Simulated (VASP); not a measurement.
# NaCl in VASP: notebook

The runs below take NaCl through single point, with PBEsol.

Program: VASP 6.6.1. These are calculated values, not measurements. Logs are shortened: lines on timing, memory, paths and dates and some standing lists are left out, and cuts for length are marked.

## (1) The cell of the first run

It takes space group Pm-3m (No. 221, cubic). The conventional cell has a = 2.898 Å, b = 2.898 Å, c = 2.898 Å, α = 90.00°, β = 90.00°, γ = 90.00°. Within 3.3 Å of Na (site symmetry m-3m) lie 8 Cl at 2.51 Å and 6 Na at 2.90 Å. Within 3.3 Å of Cl (site symmetry m-3m) lie 8 Na at 2.51 Å and 6 Cl at 2.90 Å.

## (2) Single point, PBEsol (volume scaled by 1.04)

The input, INCAR:

```
ALGO = Normal
EDIFF = 1E-6
ENCUT = 520
GGA = PS
ISIF = 2
ISMEAR = -1
LASPH = T
LCHARG = F
LREAL = F
LWAVE = F
NBANDS = 14
NELM = 60
PREC = Accurate
SIGMA = 0.02
```

The input, KPOINTS:

```
k-points
0
Gamma
  8 8 8
```

The input, POSCAR:

```
NaCl
1.0
    2.8976358949      0.0000000000      0.0000000000
    0.0000000000      2.8976358949      0.0000000000
    0.0000000000      0.0000000000      2.8976358949
Na Cl
1 1
Direct
    0.0000000000      0.0000000000      0.0000000000
    0.5000000000      0.5000000000      0.5000000000
```

Potentials or basis: VASP PAW PBE potentials, release 64 (Na_pv, Cl).

The run is started by

```bash
$ cat potpaw_PBE.64/Na_pv/POTCAR potpaw_PBE.64/Cl/POTCAR > POTCAR
$ mpirun -np 1 vasp_std > vasp.out
```

OUTCAR:

```text
EDIFF = 1E-6
   ENCUT = 520
   GGA = PS
   ISIF = 2
   ISMEAR = -1
   LASPH = T
   LREAL = F
   NELM = 60
   PREC = Accurate

 ion  position               nearest neighbor table
   1  0.000  0.000  0.000-   2 2.51   2 2.51   2 2.51   2 2.51   2 2.51   2 2.51   2 2.51   2 2.51

   2  0.500  0.500  0.500-   1 2.51   1 2.51   1 2.51   1 2.51   1 2.51   1 2.51   1 2.51   1 2.51

  LATTYP: Found a simple cubic cell.
 ALAT       =     2.8976358949

  Lattice vectors:

 A1 = (   2.8976358949,   0.0000000000,   0.0000000000)
 A2 = (   0.0000000000,   2.8976358949,   0.0000000000)
 A3 = (   0.0000000000,   0.0000000000,   2.8976358949)

Analysis of symmetry for initial positions (statically):
=====================================================================
 Subroutine PRICEL returns:
 Original cell was already a primitive cell.

 Routine SETGRP: Setting up the symmetry group for a
 simple cubic supercell.

 Subroutine GETGRP returns: Found 48 space group operations
 (whereof 48 operations were pure point group operations)
 out of a pool of 48 trial point group operations.

The static configuration has the point symmetry O_h .

Analysis of symmetry for dynamics (positions and initial velocities):
=====================================================================
 Subroutine PRICEL returns:
 Original cell was already a primitive cell.

 Routine SETGRP: Setting up the symmetry group for a
 simple cubic supercell.

 Subroutine GETGRP returns: Found 48 space group operations
 (whereof 48 operations were pure point group operations)
 out of a pool of 48 trial point group operations.

The dynamic configuration has the point symmetry O_h .

 Subroutine INISYM returns: Found 48 space group operations
 (whereof 48 operations are pure point group operations),
 and found     1 'primitive' translations

----------------------------------------------------------------------------------------

                                     Primitive cell

  volume of cell :      24.3294

  direct lattice vectors                    reciprocal lattice vectors
     2.897635895  0.000000000  0.000000000     0.345108922  0.000000000  0.000000000
     0.000000000  2.897635895  0.000000000     0.000000000  0.345108922  0.000000000
     0.000000000  0.000000000  2.897635895     0.000000000  0.000000000  0.345108922

  length of vectors
     2.897635895  2.897635895  2.897635895     0.345108922  0.345108922  0.345108922

  position of ions in fractional coordinates (direct lattice)
     0.000000000  0.000000000  0.000000000
     0.500000000  0.500000000  0.500000000

  ion indices of the primitive-cell ions
   primitive index   ion index
                 1           1
                 2           2

----------------------------------------------------------------------------------------

 KPOINTS: k-points

Automatic generation of k-mesh.
 Grid dimensions read from file:
 generate k-points for:    8    8    8

 Generating k-lattice:

  Cartesian coordinates                     Fractional coordinates (reciprocal lattice)
     0.043138615  0.000000000  0.000000000     0.125000000  0.000000000  0.000000000
     0.000000000  0.043138615  0.000000000     0.000000000  0.125000000  0.000000000
     0.000000000  0.000000000  0.043138615     0.000000000  0.000000000  0.125000000

  Length of vectors
     0.043138615  0.043138615  0.043138615

  Shift w.r.t. Gamma in fractional coordinates (k-lattice)
     0.000000000  0.000000000  0.000000000

 Subroutine IBZKPT returns following result:
 ===========================================

 Found     35 irreducible k-points:

 Following reciprocal coordinates:
            Coordinates               Weight
  0.000000  0.000000  0.000000      1.000000
  0.125000  0.000000  0.000000      6.000000
  0.250000  0.000000  0.000000      6.000000
  0.375000  0.000000  0.000000      6.000000
  0.500000  0.000000  0.000000      3.000000
  0.125000  0.125000  0.000000     12.000000
[... 16 lines left out ...]
  0.375000  0.375000  0.125000     24.000000
  0.500000  0.375000  0.125000     24.000000
 [... further k-points ...]
   k-points           NKPTS =     35   k-points in BZ     NKDIM =     35   number of bands    NBANDS=     14
   number of dos      NEDOS =    301   number of ions     NIONS =      2
   total plane-waves  NPLWV =  13824
   dimension x,y,z NGX =    24 NGY =   24 NGZ =   24
   dimension x,y,z NGXF=    48 NGYF=   48 NGZF=   48
   ions per type =               1   1
   NGX,Y,Z   is equivalent  to a cutoff of  13.77, 13.77, 13.77 a.u.
   NGXF,Y,Z  is equivalent  to a cutoff of  27.54, 27.54, 27.54 a.u.
 SYSTEM =  unknown system
   PREC   = accura    normal or accurate (medium, high low for compatibility)
   ISTART =      0    job   : 0-new  1-cont  2-samecut
   ICHARG =      2    charge: 1-file 2-atom 10-const
   ISPIN  =      1    spin polarized calculation?
   LNONCOLLINEAR =      F non collinear calculations
   LSORBIT =      F    spin-orbit coupling
   LASPH  =      T    aspherical Exc in radial PAW
   ENCUT  =  520.0 eV  38.22 Ry    6.18 a.u.   5.39  5.39  5.39*2*pi/ulx,y,z
   NELM   =     60;   NELMIN=  2; NELMDL= -5     # of ELM steps
   EDIFF  = 0.1E-05   stopping-criterion for ELM
   LREAL  =      F    real-space projection
   EDIFFG = 0.1E-04   stopping-criterion for IOM
   NSW    =      0    number of steps for IOM
   IBRION =     -1    ionic relax: 0-MD 1-quasi-New 2-CG
   NFREE  =      0    steps in history (QN), initial steepest desc. (CG)
   ISIF   =      2    stress and relaxation
   ISYM   =      2    0-nonsym 1-usesym 2-fastsym
   POTIM  = 0.5000    time-step for ionic-motion
   TEBEG  =    0.0;   TEEND  =   0.0 temperature during run
   PSTRESS=    0.0 pullay stress
   NELECT =      14.0000    total number of electrons
   NUPDOWN=      -1.0000    fix difference up-down
   EMIN   =  10.00;   EMAX   =-10.00  energy-range for DOS
   EFERMI =   0.00;   METHOD = LEGACY
   ISMEAR =    -1;   SIGMA  =   0.02  broadening in eV -4-tet -1-fermi 0-gaus
   EFERMI_NEDOS =   21; number of points for ismear=-14 and -15
   IALGO  =     38    algorithm
   IMIX   =      4    mixing-type and parameters
     AMIX     =   0.40;   BMIX     =  1.00
     AMIX_MAG =   1.60;   BMIX_MAG =  1.00
  volume/ion in A,a.u.               =      12.16        82.09
  Fermi-wavevector in a.u.,A,eV,Ry     =   1.361676  2.573194 25.227389  1.854161
  Thomas-Fermi vector in A             =   2.488231
   LORBIT       =      0    0 simple, 1 ext, 2 COOP (PROOUT), +10 PAW based schemes
   GGA     = PS    functional components
   LHFCALC =     F    Hartree Fock is set to
   AEXX    =    0.0000 exact exchange contribution
   IVDW    =     0    specifies the selected vdW correction
   LEPSILON=     F    determine dielectric tensor
   LRPA    =     F    only Hartree local field effects (RPA)
 non-spin polarized calculation
  energy-cutoff  :      520.00
  volume of cell :       24.33
 maximum number of plane-waves:       691
 NGX is ok and might be reduce to    24
   NGX = 11   NGY = 11   NGZ = 11

 number of electron      14.0000009 magnetization

 Free energy of the ion-electron system (eV)
  ---------------------------------------------------
  ext. energy  EPLUGINS =         0.00000000
  ---------------------------------------------------
  free energy    TOTEN  =        -5.10408280 eV

  energy without entropy =       -5.10408280  energy(sigma->0) =       -5.10408280

 E-fermi :   6.6597     XC(G=0): -11.3525

 val. band max:        6.1929160265   @ k =   0.5000   0.5000   0.0000
 cond. band min:      10.5489206128   @ k =   0.5000   0.5000   0.0000
 fundamental gap:      4.3560045862
 Fermi energy:         6.6597499113

 k-point     1 :       0.0000    0.0000    0.0000
  band No.  band energies     occupation
      1     -16.2456      2.00000
      2     -16.2456      2.00000
      3     -16.2456      2.00000
      4     -10.4694      2.00000
      5       4.9831      2.00000
      6       4.9831      2.00000
      7       4.9831      2.00000
      8      12.9046      0.00000
      9      12.9046      0.00000
     10      13.0567      0.00000
     11      23.9243      0.00000
     12      23.9243      0.00000
     13      23.9243      0.00000
     14      27.9794      0.00000

 k-point     2 :       0.1250    0.0000    0.0000
  band No.  band energies     occupation
      1     -16.3075      2.00000
      2     -16.2408      2.00000
      3     -16.2408      2.00000
      4     -10.2762      2.00000
      5       3.8531      2.00000
      6       5.0462      2.00000
      7       5.0462      2.00000
      8      13.1470      0.00000
      9      13.2339      0.00000
     10      14.4634      0.00000
     11      22.6367      0.00000
     12      22.6367      0.00000
     13      24.0969      0.00000
     14      26.8583      0.00000

 k-point     3 :       0.2500    0.0000    0.0000
  band No.  band energies     occupation
      1     -16.4499      2.00000
      2     -16.2291      2.00000
      3     -16.2291      2.00000
      4      -9.7742      2.00000
      5       1.8307      2.00000
      6       5.2054      2.00000
      7       5.2054      2.00000
      8      13.8467      0.00000
      9      13.8732      0.00000
     10      17.3515      0.00000
     11      20.7041      0.00000
     12      20.7041      0.00000
     13      23.6338      0.00000
     14      24.5638      0.00000
[... 324 lines left out ...]
 k-point    23 :       0.3750    0.3750    0.1250
  band No.  band energies     occupation
      1     -16.4680      2.00000
      2     -16.4368      2.00000
      3     -16.2300      2.00000
      4      -8.3538      2.00000
      5       1.3342      2.00000
      6       1.4932      2.00000
      7       5.0793      2.00000
      8      12.1345      0.00000
      9      16.7660      0.00000
     10      17.2495      0.00000
     11      18.1560      0.00000
     12      22.6037      0.00000
     13      23.1628      0.00000
     14      27.0519      0.00000

 k-point    24 :       0.5000    0.3750    0.1250
  band No.  band energies     occupation
      1     -16.4919      2.00000
      2     -16.4335      2.00000
      3     -16.2252      2.00000
      4      -8.1984      2.00000
      5       0.8717      2.00000
      6       1.6380      2.00000
      7       5.2033      2.00000
      8      11.4744      0.00000
      9      16.7306      0.00000
     10      17.1704      0.00000
     11      18.1453      0.00000
     12      23.0162      0.00000
     13      23.4601      0.00000
     14      27.5662      0.00000

 [... further k-points ...]

------------------------ aborting loop because EDIFF is reached ----------------------------------------

  FORCE on cell =-STRESS in cart. coord.  units (eV):
  Direction    XX          YY          ZZ          XY          YZ          ZX
  --------------------------------------------------------------------------------------
  -------------------------------------------------------------------------------------
  Total        7.7484832      7.7484832      7.7484832      0.0000000     -0.0000000     -0.0000000
  in kB      510.2650680    510.2650680    510.2650680      0.0000000     -0.0000000     -0.0000000
  external PRESSURE =     510.2650680 kB  Pullay stress =       0.0000000 kB

 VOLUME and BASIS-vectors are now :
 -----------------------------------------------------------------------------
  energy-cutoff  :      520.00
  volume of cell :       24.33
      direct lattice vectors                 reciprocal lattice vectors
     2.897635895  0.000000000  0.000000000     0.345108922  0.000000000  0.000000000
     0.000000000  2.897635895  0.000000000     0.000000000  0.345108922  0.000000000
     0.000000000  0.000000000  2.897635895     0.000000000  0.000000000  0.345108922

 POSITION                                       TOTAL-FORCE (eV/Angst)
 -----------------------------------------------------------------------------------
      0.00000      0.00000      0.00000         0.000000      0.000000      0.000000
      1.44882      1.44882      1.44882         0.000000      0.000000      0.000000
 -----------------------------------------------------------------------------------
    total drift:                                0.000000     -0.000000     -0.000000

  FREE ENERGIE OF THE ION-ELECTRON SYSTEM (eV)
  ---------------------------------------------------
  free  energy   TOTEN  =        -5.1040827989 eV

  energy  without entropy=       -5.1040827989  energy(sigma->0) =       -5.10408280
```

It took 10 s on 1 thread of AMD EPYC 7R13 (Zen 3), shared host; peak memory 0.1 GiB.

Results:

| Quantity | Value |
| --- | --- |
| Free energy | -5.1041 eV |
| Pressure | 51.0 GPa |
| Band gap on the k mesh | 4.36 eV, direct |

Levels at points of the mesh, in eV from the valence-band top:
| k point | band 4 | band 5 | band 6 | band 7 | band 8 | band 9 | band 10 | band 11 |
| --- | --- | --- | --- | --- | --- | --- | --- | --- |
| (0.00, 0.00, 0.00) | -16.66 | -1.21 | -1.21 | -1.21 | 6.71 | 6.71 | 6.86 | 17.73 |
| (0.50, 0.00, 0.00) | -15.12 | -6.66 | -0.74 | -0.74 | 8.89 | 9.32 | 12.64 | 12.64 |
| (0.50, 0.50, 0.00) | -14.39 | -5.15 | -5.15 | 0.00 | 4.36 | 10.58 | 12.76 | 12.76 |
| (0.50, 0.50, 0.50) | -13.27 | -4.57 | -4.57 | -4.57 | 6.24 | 6.24 | 6.24 | 16.54 |

Caveat: the PAW data sets were made with another functional, which shifts forces and pressure a little. A k mesh can miss the band edges.

## (3) Single point, PBEsol (equal xx and yy strain of -3 %)

The input, INCAR:

```
SYSTEM = NaCl
ALGO = Normal
EDIFF = 1E-6
ENCUT = 500
GGA = PS
GGA_COMPAT = .FALSE.
ISIF = 2
ISMEAR = -1
LASPH = .TRUE.
LCHARG = .FALSE.
LREAL = .FALSE.
LWAVE = .FALSE.
NBANDS = 14
NELM = 120
PREC = Accurate
SIGMA = 0.02
```

The input, KPOINTS:

```
k-points
0
G
  8 8 8
  0 0 0
```

The input, POSCAR:

```
NaCl
1.0
    2.7742000000      0.0000000000      0.0000000000
    0.0000000000      2.7742000000      0.0000000000
    0.0000000000      0.0000000000      2.8600000000
Na Cl
1 1
Direct
    0.0000000000      0.0000000000      0.0000000000
    0.5000000000      0.5000000000      0.5000000000
```

Potentials or basis: VASP PAW PBE potentials, release 64 (Na_pv, Cl).

The run is started by

```bash
$ cat potpaw_PBE.64/Na_pv/POTCAR potpaw_PBE.64/Cl/POTCAR > POTCAR
$ mpirun -np 1 vasp_std > vasp.out
```

It took 12 s on 1 thread of AMD EPYC 7R43 (Zen 3), shared host; peak memory 0.1 GiB.

It converged, with:

```
Free energy            : -4.1799 eV
Pressure               : 76.8 GPa
Band gap on the k mesh : 3.79 eV, direct
```

Stress tensor (GPa, compression positive):
```
79.62  0.00  0.00
 0.00 79.62  0.00
 0.00  0.00 71.04
```

Levels at points of the mesh, in eV from the valence-band top:
| k point | band 5 | band 6 | band 7 | band 8 | band 9 | band 10 |
| --- | --- | --- | --- | --- | --- | --- |
| (0.00, 0.00, 0.00) | -1.92 | -1.34 | -1.34 | 5.73 | 6.18 | 7.67 |
| (0.50, 0.00, 0.00) | -7.74 | -1.37 | -0.78 | 8.60 | 9.36 | 12.00 |
| (0.50, 0.50, 0.00) | -5.96 | -5.96 | -0.40 | 3.80 | 10.25 | 12.00 |
| (0.00, 0.00, 0.50) | -7.68 | -0.93 | -0.93 | 8.75 | 9.29 | 12.82 |
| (0.50, 0.00, 0.50) | -6.15 | -5.86 | 0.00 | 3.79 | 10.64 | 12.67 |
| (0.50, 0.50, 0.50) | -5.52 | -5.52 | -5.26 | 5.67 | 5.88 | 5.88 |

Caveat: the cell differs from its parent crystal (equal xx and yy strain of -3 %); the PAW data sets were made with another functional, which shifts forces and pressure a little. A k mesh can miss the band edges.

## (4) Single point, PBEsol (zz strain of -2 %)

The input, INCAR:

```
SYSTEM = NaCl
PREC     = Accurate       ! precision mode
ENCUT    = 500            ! plane-wave cutoff, eV
EDIFF    = 1E-6           ! SCF threshold, eV
ISMEAR   = -1             ! smearing method
SIGMA    = 0.02           ! smearing width, eV
LREAL    = .False.        ! projectors in reciprocal space
LASPH    = .True.         ! aspherical terms in the spheres
NELM     = 120            ! most SCF steps
ALGO     = Normal         ! electronic algorithm
ISIF     = 2              ! what is computed and relaxed
LWAVE    = .False.        ! write WAVECAR
LCHARG   = .True.         ! write CHGCAR
GGA      = PS             ! functional
LELF     = .True.         ! ELF
LVHAR    = .True.       
NBANDS   = 14             ! bands
GGA_COMPAT= .False.
```

The input, KPOINTS:

```
regular mesh
0
Gamma
  8 8 8
  0 0 0
```

The input, POSCAR:

```
NaCl
1.0
    2.8600000000      0.0000000000      0.0000000000
    0.0000000000      2.8600000000      0.0000000000
    0.0000000000      0.0000000000      2.8028000000
Na Cl
1 1
Direct
    0.0000000000      0.0000000000      0.0000000000
    0.5000000000      0.5000000000      0.5000000000
```

The run is started by

```bash
$ cat potpaw_PBE.64/Na_pv/POTCAR potpaw_PBE.64/Cl/POTCAR > POTCAR
$ mpirun -np 1 vasp_std > vasp.out
```

It took 17 s on 1 thread of AMD EPYC 7R43 (Zen 3), shared host; peak memory 0.11 GiB.

It converged, with:

| Property | Result |
| --- | --- |
| Free energy | -4.5914 eV |
| Pressure | 65.2 GPa |
| Band gap on the k mesh | 3.93 eV, direct |

Stress tensor (GPa, compression positive):
```
63.41  0.00  0.00
 0.00 63.41  0.00
 0.00  0.00 68.91
```

Levels at points of the mesh, in eV from the valence-band top:
| k point | band 3 | band 4 | band 5 | band 6 | band 7 | band 8 | band 9 | band 10 | band 11 | band 12 |
| --- | --- | --- | --- | --- | --- | --- | --- | --- | --- | --- |
| (0.00, 0.00, 0.00) | -22.83 | -17.37 | -1.62 | -1.62 | -1.24 | 6.07 | 6.27 | 7.25 | 17.40 | 17.87 |
| (0.50, 0.00, 0.00) | -22.80 | -15.65 | -7.35 | -1.16 | -0.78 | 8.74 | 9.17 | 12.32 | 12.85 | 13.37 |
| (0.50, 0.50, 0.00) | -22.77 | -14.94 | -5.75 | -5.75 | 0.00 | 3.93 | 10.62 | 12.84 | 12.84 | 15.50 |
| (0.00, 0.00, 0.50) | -22.81 | -15.51 | -7.39 | -1.06 | -1.06 | 8.91 | 8.95 | 12.31 | 12.31 | 13.40 |
| (0.50, 0.00, 0.50) | -22.78 | -14.79 | -5.82 | -5.63 | -0.26 | 3.94 | 10.36 | 12.31 | 12.40 | 15.25 |
| (0.50, 0.50, 0.50) | -23.03 | -13.55 | -5.28 | -5.11 | -5.11 | 5.86 | 5.86 | 5.99 | 16.93 | 22.94 |

Caveat: the cell differs from its parent crystal (zz strain of -2 %); the PAW data sets were made with another functional, which shifts forces and pressure a little.

## (5) Overview

| cell | cutoff (eV) | gap on the mesh (eV) | pressure (GPa) |
| --- | --- | --- | --- |
| a = 2.898 Å, 2 atoms | 520 | 4.36 | 51.0 |
| a = 2.774, b = 2.774, c = 2.860 Å, 2 atoms | 500 | 3.79 | 76.8 |
| a = 2.860, b = 2.860, c = 2.803 Å, 2 atoms | 500 | 3.93 | 65.2 |

Alike in all rows: task single point; level PBEsol; potentials or basis VASP PAW PBE potentials, release 64 (Na_pv, Cl); no spin polarisation; k mesh 8 × 8 × 8; smearing fermi-dirac 0.02 eV.

Caveats: the PAW data sets were made with another functional, which shifts forces and pressure a little.

Absolute energies hang on the potentials; compare differences alone.
